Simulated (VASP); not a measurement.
# CoSn (P6/mmm) in VASP: settings compared

The runs below take CoSn through single point, with PBE+D3(BJ), PBE+D4.

Everything below comes from runs of VASP 6.6.1. Logs are shortened: lines on timing, memory, paths and dates and some standing lists are left out, and cuts for length are marked.

## Step 1: The cell of the first run

The structure is hexagonal, space group P6/mmm (No. 191). Conventional cell: a = 5.240 Å, b = 5.240 Å, c = 4.187 Å, α = 90.00°, β = 90.00°, γ = 120.00°. Within 3.5 Å of Sn (site symmetry 6/mmm) lie 6 Co at 2.62 Å. Within 3.4 Å of Sn (site symmetry -6m2) lie 6 Co at 2.58 Å and 3 Sn at 3.03 Å. Co (site symmetry mmm) has 6 Sn at 2.58 to 2.62 Å and 4 Co at 2.62 Å within 3.4 Å.

## Step 2: Single point, PBE+D3(BJ), collinear spin, ferromagnetic start

File INCAR:

```
PREC = Accurate
ENCUT = 520
EDIFF = 1E-6
ISMEAR = -1
SIGMA = 0.05
LREAL = F
LASPH = T
NELM = 150
ALGO = Normal
ISIF = 2
LWAVE = F
LCHARG = F
ISPIN = 2
MAGMOM = 0 0 0 2 2 2
LORBIT = 11
LMAXMIX = 4
GGA = PE
IVDW = 12
NBANDS = 48
```

File KPOINTS:

```
regular mesh
0
Gamma
  6 6 7
```

File POSCAR:

```
CoSn
1.0
    5.2404719240      0.0000000000      0.0000000000
   -2.6202359620      4.5383818140      0.0000000000
    0.0000000000      0.0000000000      4.1871209614
Sn Co
3 3
Direct
    0.0000000000      0.0000000000      0.0000000000
    0.3333333333      0.6666666667      0.5000000000
    0.6666666667      0.3333333333      0.5000000000
    0.5000000000      0.0000000000      0.0000000000
    0.5000000000      0.5000000000      0.0000000000
    0.0000000000      0.5000000000      0.0000000000
```

Potentials or basis: VASP PAW PBE potentials, release 64 (Sn_d, Co).

The run is started by

```console
cat potpaw_PBE.64/Sn_d/POTCAR potpaw_PBE.64/Co/POTCAR > POTCAR
mpirun -np 1 vasp_std > vasp.out
```

OUTCAR:

```text
PREC = Accurate
   ENCUT = 520
   EDIFF = 1E-6
   ISMEAR = -1
   LREAL = F
   LASPH = T
   NELM = 150
   ISIF = 2
   ISPIN = 2
   LORBIT = 11
   GGA = PE
   IVDW = 12
 IVDW          = 12

 ion  position               nearest neighbor table
   1  0.000  0.000  0.000-   5 2.62   6 2.62   6 2.62   5 2.62   4 2.62   4 2.62   3 3.68   3 3.68
                             2 3.68   2 3.68   2 3.68   3 3.68   2 3.68   3 3.68   2 3.68   3 3.68
   2  0.333  0.667  0.500-   4 2.58   4 2.58   6 2.58   6 2.58   5 2.58   5 2.58   3 3.03   3 3.03
                             3 3.03   1 3.68   1 3.68   1 3.68   1 3.68   1 3.68   1 3.68
   3  0.667  0.333  0.500-   4 2.58   4 2.58   6 2.58   6 2.58   5 2.58   5 2.58   2 3.03   2 3.03
                             2 3.03   1 3.68   1 3.68   1 3.68   1 3.68   1 3.68   1 3.68
   4  0.500  0.000  0.000-   2 2.58   3 2.58   2 2.58   3 2.58   5 2.62   6 2.62   5 2.62   6 2.62
                             1 2.62   1 2.62
   5  0.500  0.500  0.000-   2 2.58   3 2.58   2 2.58   3 2.58   1 2.62   4 2.62   4 2.62   1 2.62
                             6 2.62   6 2.62
   6  0.000  0.500  0.000-   2 2.58   3 2.58   2 2.58   3 2.58   1 2.62   4 2.62   1 2.62   4 2.62
                             5 2.62   5 2.62

  LATTYP: Found a hexagonal cell.
 ALAT       =     5.2404719240
 C/A-ratio  =     0.7989969266

  Lattice vectors:

 A1 = (   5.2404719240,   0.0000000000,   0.0000000000)
 A2 = (  -2.6202359620,   4.5383818140,   0.0000000000)
 A3 = (   0.0000000000,   0.0000000000,   4.1871209614)

Analysis of symmetry for initial positions (statically):
=====================================================================
 Subroutine PRICEL returns:
 Original cell was already a primitive cell.

 Routine SETGRP: Setting up the symmetry group for a
 hexagonal supercell.

 Subroutine GETGRP returns: Found 24 space group operations
 (whereof 24 operations were pure point group operations)
 out of a pool of 24 trial point group operations.

The static configuration has the point symmetry D_6h.

Analysis of symmetry for dynamics (positions and initial velocities):
=====================================================================
 Subroutine PRICEL returns:
 Original cell was already a primitive cell.

 Routine SETGRP: Setting up the symmetry group for a
 hexagonal supercell.

 Subroutine GETGRP returns: Found 24 space group operations
 (whereof 24 operations were pure point group operations)
 out of a pool of 24 trial point group operations.

The dynamic configuration has the point symmetry D_6h.

Analysis of structural, dynamic, and magnetic symmetry:
=====================================================================
 Subroutine PRICEL returns:
 Original cell was already a primitive cell.

 Routine SETGRP: Setting up the symmetry group for a
[... 158 lines left out ...]
  ext. energy  EPLUGINS =         0.00000000
  ---------------------------------------------------
  free energy    TOTEN  =       -33.21600058 eV

  energy without entropy =      -33.19751783  energy(sigma->0) =      -33.20675921

 E-fermi :  10.2461     XC(G=0): -11.8718

 val. band max:       10.2076251486   @ k =   0.3333   0.0000   0.2857
 cond. band min:      10.3066411720   @ k =   0.3333   0.3333   0.2857
 fundamental gap:      0.0990160234
 Fermi energy:        10.2460621108

 spin component 1

 k-point     1 :       0.0000    0.0000    0.0000
  band No.  band energies     occupation
      1     -11.3158      1.00000
      2     -11.2151      1.00000
      3     -11.2151      1.00000
      4     -11.2026      1.00000
      5     -11.2026      1.00000
      6     -11.1169      1.00000
[... 1165 lines left out ...]
     45      18.5732      0.00000
     46      18.8631      0.00000

 [... further k-points ...]

 spin component 2

 k-point     1 :       0.0000    0.0000    0.0000
  band No.  band energies     occupation
      1     -11.3159      1.00000
      2     -11.2151      1.00000
      3     -11.2151      1.00000
      4     -11.2027      1.00000
      5     -11.2027      1.00000
      6     -11.1169      1.00000
[... 1165 lines left out ...]
     45      18.5732      0.00000
     46      18.8631      0.00000

 [... further k-points ...]

 [bands above 46 left out]

------------------------ aborting loop because EDIFF is reached ----------------------------------------

 Edisp (eV)   -2.60585

 E8    (eV) :    -1.2107

  FORCE on cell =-STRESS in cart. coord.  units (eV):
  Direction    XX          YY          ZZ          XY          YZ          ZX
  --------------------------------------------------------------------------------------
  -------------------------------------------------------------------------------------
  Total      -0.03818    -0.03818    -0.10015     0.00000     0.00000     0.00000
  in kB      -0.61426    -0.61426    -1.61130     0.00000     0.00000     0.00000
  external pressure =       -0.95 kB  Pullay stress =        0.00 kB

 VOLUME and BASIS-vectors are now :
 -----------------------------------------------------------------------------
  energy-cutoff  :      520.00
  volume of cell :       99.58
      direct lattice vectors                 reciprocal lattice vectors
     5.240471924  0.000000000  0.000000000     0.190822509  0.110171427  0.000000000
    -2.620235962  4.538381814  0.000000000     0.000000000  0.220342854  0.000000000
     0.000000000  0.000000000  4.187120961     0.000000000  0.000000000  0.238827588

 POSITION                                       TOTAL-FORCE (eV/Angst)
 -----------------------------------------------------------------------------------
      0.00000      0.00000      0.00000        -0.000000      0.000000      0.000000
     -0.00000      3.02559      2.09356        -0.000000      0.000000      0.000000
      2.62024      1.51279      2.09356         0.000000      0.000000      0.000000
      2.62024      0.00000      0.00000        -0.000000      0.000000      0.000000
      1.31012      2.26919      0.00000        -0.000000      0.000000      0.000000
     -1.31012      2.26919      0.00000        -0.000000      0.000000      0.000000
 -----------------------------------------------------------------------------------
    total drift:                               -0.000000      0.000000     -0.000000

  FREE ENERGIE OF THE ION-ELECTRON SYSTEM (eV)
  ---------------------------------------------------
  free  energy   TOTEN  =       -35.8218515482 eV

  energy  without entropy=      -35.8033688036  energy(sigma->0) =      -35.81261018

 total charge

# of ion       s       p       d       tot
------------------------------------------
    1        1.160   1.124  10.045  12.329
    2        1.131   1.273  10.076  12.479
    3        1.131   1.273  10.076  12.479
    4        0.406   0.476   7.487   8.369
    5        0.406   0.476   7.487   8.369
    6        0.406   0.476   7.487   8.369
--------------------------------------------------
tot          4.639   5.096  52.658  62.393

 magnetization (x)

# of ion       s       p       d       tot
------------------------------------------
    1       -0.000  -0.000   0.000  -0.000
    2        0.000  -0.000  -0.000  -0.000
    3        0.000  -0.000  -0.000  -0.000
    4        0.000   0.000  -0.000  -0.000
    5        0.000   0.000  -0.000  -0.000
    6        0.000   0.000  -0.000  -0.000
--------------------------------------------------
tot          0.000  -0.000  -0.000  -0.000
```

OSZICAR:

```text
N       E                     dE             d eps       ncg     rms          rms(c)
DAV:   1     0.706428114340E+03    0.70643E+03   -0.30692E+04  5568   0.230E+03
DAV:   2     0.798267663082E+02   -0.62660E+03   -0.59795E+03  5376   0.582E+02
DAV:   3    -0.290350320241E+02   -0.10886E+03   -0.10565E+03  5624   0.210E+02
DAV:   4    -0.347493749451E+02   -0.57143E+01   -0.56897E+01  6232   0.538E+01
DAV:   5    -0.349179442929E+02   -0.16857E+00   -0.16855E+00  7368   0.844E+00    0.170E+01
DAV:   6    -0.385666607049E+02   -0.36487E+01   -0.26006E+01  6568   0.523E+01    0.201E+01
DAV:   7    -0.332268209888E+02    0.53398E+01   -0.16428E+01  6376   0.401E+01    0.567E+00
DAV:   8    -0.332234451936E+02    0.33758E-02   -0.14606E+00  6680   0.859E+00    0.241E+00
DAV:   9    -0.332168569321E+02    0.65883E-02   -0.23993E-01  6240   0.469E+00    0.114E+00
DAV:  10    -0.332167206832E+02    0.13625E-03   -0.23719E-02  6680   0.147E+00    0.415E-01
DAV:  11    -0.332159377679E+02    0.78292E-03   -0.51318E-03  6224   0.606E-01    0.150E-01
DAV:  12    -0.332159784355E+02   -0.40668E-04   -0.73708E-04  6512   0.242E-01    0.695E-02
DAV:  13    -0.332159940753E+02   -0.15640E-04   -0.10693E-04  6928   0.950E-02    0.397E-02
DAV:  14    -0.332159972254E+02   -0.31501E-05   -0.28272E-05  7016   0.471E-02    0.127E-02
DAV:  15    -0.332160002450E+02   -0.30196E-05   -0.76633E-06  5880   0.256E-02    0.537E-03
DAV:  16    -0.332160005792E+02   -0.33422E-06   -0.75104E-07  4248   0.770E-03
   1 F= -.35821852E+02 E0= -.35812610E+02  d E =-.184827E-01  mag=    -0.0003
```

It took 2.3 min on 1 thread of Intel Xeon 6975P-C (Granite Rapids), shared host; peak memory 0.38 GiB.

Results:

| Item | Value |
| --- | --- |
| Free energy | -35.8219 eV |
| Pressure | -0.1 GPa |
| Net moment | 0.00 μB per cell |
| Valence electrons inside the program's atomic spheres | Sn 12.33, 12.48 (each value once); Co 8.37 |
| Dispersion energy per atom | -0.434 eV |

Levels at points of the mesh, in eV from the Fermi level:
Spin up:
```
           k point  band 30  band 31  band 32  band 33  band 34  band 35  band 36  band 37  band 38  band 39
(0.00, 0.00, 0.00)    -0.52    -0.50    -0.50    -0.47    -0.47     0.48     0.61     1.35     1.35     2.94
(0.50, 0.00, 0.00)    -1.02    -0.70    -0.48    -0.48     0.69     0.98     1.68     1.78     2.56     3.34
```
Spin down:
| k point | band 30 | band 31 | band 32 | band 33 | band 34 | band 35 | band 36 | band 37 | band 38 | band 39 |
| --- | --- | --- | --- | --- | --- | --- | --- | --- | --- | --- |
| (0.00, 0.00, 0.00) | -0.52 | -0.50 | -0.50 | -0.47 | -0.47 | 0.48 | 0.61 | 1.35 | 1.35 | 2.94 |
| (0.50, 0.00, 0.00) | -1.02 | -0.70 | -0.48 | -0.48 | 0.69 | 0.98 | 1.68 | 1.78 | 2.56 | 3.34 |

Caveat: spin-orbit coupling is left out, which moves the levels of the heavy elements.

## Step 3: Single point, PBE+D4, collinear spin, ferromagnetic start

File INCAR:

```
PREC = Accurate ; ENCUT = 520
EDIFF = 1E-6 ; ISMEAR = -1
SIGMA = 0.05 ; LREAL = False
LASPH = True ; NELM = 150
ALGO = Normal ; ISIF = 2
LWAVE = False ; LCHARG = False
ISPIN = 2 ; MAGMOM = 0 0 0 2 2 2
LORBIT = 11 ; LMAXMIX = 4
GGA = PE ; IVDW = 13
NBANDS = 48
```

File KPOINTS:

```
Automatic mesh
0
Gamma
  6 6 7
```

POSCAR, as its differences from that of step 2:

```diff
@@ -2,5 +2,5 @@
 1.0
-    5.2404719240      0.0000000000      0.0000000000
-   -2.6202359620      4.5383818140      0.0000000000
-    0.0000000000      0.0000000000      4.1871209614
+    5.2416798394      0.0000000000      0.0000000000
+   -2.6208399197      4.5394278994      0.0000000000
+    0.0000000000      0.0000000000      4.1870916712
 Sn Co
```

Potentials or basis: VASP PAW PBE potentials, release 64 (Sn_d, Co).

The run is started by

```console
cat potpaw_PBE.64/Sn_d/POTCAR potpaw_PBE.64/Co/POTCAR > POTCAR
mpirun -np 1 vasp_std > vasp.out
```

OUTCAR:

```text
PREC = Accurate
   ENCUT = 520
   EDIFF = 1E-6
   ISMEAR = -1
   LREAL = False
   LASPH = True
   NELM = 150
   ISIF = 2
   ISPIN = 2
   LORBIT = 11
   GGA = PE
   IVDW = 13

 ion  position               nearest neighbor table
   1  0.000  0.000  0.000-   5 2.62   6 2.62   6 2.62   5 2.62   4 2.62   4 2.62   3 3.68   3 3.68
                             2 3.68   2 3.68   2 3.68   3 3.68   2 3.68   3 3.68   2 3.68   3 3.68
   2  0.333  0.667  0.500-   4 2.58   4 2.58   6 2.58   6 2.58   5 2.58   5 2.58   3 3.03   3 3.03
                             3 3.03   1 3.68   1 3.68   1 3.68   1 3.68   1 3.68   1 3.68
   3  0.667  0.333  0.500-   4 2.58   4 2.58   6 2.58   6 2.58   5 2.58   5 2.58   2 3.03   2 3.03
                             2 3.03   1 3.68   1 3.68   1 3.68   1 3.68   1 3.68   1 3.68
   4  0.500  0.000  0.000-   2 2.58   3 2.58   2 2.58   3 2.58   5 2.62   6 2.62   5 2.62   6 2.62
                             1 2.62   1 2.62
   5  0.500  0.500  0.000-   2 2.58   3 2.58   2 2.58   3 2.58   1 2.62   4 2.62   4 2.62   1 2.62
                             6 2.62   6 2.62
[... 2609 lines left out ...]
      1.31042      2.26971      0.00000         0.000000      0.000000      0.000000
     -1.31042      2.26971      0.00000         0.000000      0.000000      0.000000
 -----------------------------------------------------------------------------------
    total drift:                               -0.000000      0.000000     -0.000000

  FREE ENERGIE OF THE ION-ELECTRON SYSTEM (eV)
  ---------------------------------------------------
  free  energy   TOTEN  =       -35.9888101224 eV

  energy  without entropy=      -35.9703449340  energy(sigma->0) =      -35.97957753

 total charge

# of ion       s       p       d       tot
------------------------------------------
    1        1.160   1.124  10.045  12.329
    2        1.131   1.272  10.076  12.478
    3        1.131   1.272  10.076  12.478
    4        0.406   0.475   7.487   8.368
    5        0.406   0.475   7.487   8.368
    6        0.406   0.475   7.487   8.368
--------------------------------------------------
tot          4.639   5.093  52.657  62.389

 magnetization (x)

# of ion       s       p       d       tot
------------------------------------------
    1       -0.000  -0.000   0.000  -0.000
    2       -0.000  -0.000  -0.000  -0.000
    3       -0.000  -0.000  -0.000  -0.000
    4        0.000   0.000  -0.000  -0.000
    5        0.000   0.000  -0.000  -0.000
    6        0.000   0.000  -0.000  -0.000
--------------------------------------------------
tot         -0.000  -0.000  -0.000  -0.000
```

OSZICAR:

```text
N       E                     dE             d eps       ncg     rms          rms(c)
DAV:   1     0.708803182251E+03    0.70880E+03   -0.30463E+04  5576   0.230E+03
DAV:   2     0.808033317145E+02   -0.62800E+03   -0.59941E+03  5376   0.584E+02
DAV:   3    -0.290504801505E+02   -0.10985E+03   -0.10657E+03  5616   0.211E+02
DAV:   4    -0.347507917566E+02   -0.57003E+01   -0.56756E+01  6192   0.540E+01
DAV:   5    -0.349199062084E+02   -0.16911E+00   -0.16909E+00  7360   0.844E+00    0.170E+01
DAV:   6    -0.385791501616E+02   -0.36592E+01   -0.26029E+01  6544   0.523E+01    0.202E+01
DAV:   7    -0.332274744258E+02    0.53517E+01   -0.16449E+01  6384   0.402E+01    0.567E+00
DAV:   8    -0.332246945402E+02    0.27799E-02   -0.14596E+00  6648   0.858E+00    0.242E+00
DAV:   9    -0.332180548330E+02    0.66397E-02   -0.24068E-01  6208   0.469E+00    0.114E+00
DAV:  10    -0.332179249191E+02    0.12991E-03   -0.23749E-02  6672   0.148E+00    0.416E-01
DAV:  11    -0.332171477587E+02    0.77716E-03   -0.51396E-03  6232   0.608E-01    0.151E-01
DAV:  12    -0.332171876800E+02   -0.39921E-04   -0.74067E-04  6536   0.244E-01    0.698E-02
DAV:  13    -0.332172031442E+02   -0.15464E-04   -0.10695E-04  6872   0.954E-02    0.399E-02
DAV:  14    -0.332172063909E+02   -0.32467E-05   -0.28760E-05  7000   0.472E-02    0.128E-02
DAV:  15    -0.332172094038E+02   -0.30129E-05   -0.76395E-06  5896   0.256E-02    0.541E-03
DAV:  16    -0.332172097418E+02   -0.33795E-06   -0.75128E-07  4232   0.772E-03
   1 F= -.35988810E+02 E0= -.35979578E+02  d E =-.184652E-01  mag=    -0.0003
```

stdout:

```text
POSCAR found type information on POSCAR SnCo
 POSCAR found :  2 types and       6 ions
 scaLAPACK will be used
 LDA part: xc-table for (Slater+PW92), standard interpolation
 POSCAR, INCAR and KPOINTS ok, starting setup
 FFT: planning ... GRIDC
 FFT: planning ... GRID_SOFT
 FFT: planning ... GRID
 WAVECAR not read
 entering main loop
```

It took 2.3 min on 1 thread of Intel Xeon 6975P-C (Granite Rapids), shared host; peak memory 0.38 GiB.

What came out:

```yaml
Free_energy: -35.9888 eV
Pressure: -0.1 GPa
Net_moment: 0.00 μB per cell
Valence_electrons_inside_the_program's_atomic_spheres: Sn 12.33, 12.48 (each value once); Co 8.37
Dispersion_energy_per_atom: -0.462 eV
```

Caveat: spin-orbit coupling is left out, which moves the levels of the heavy elements.
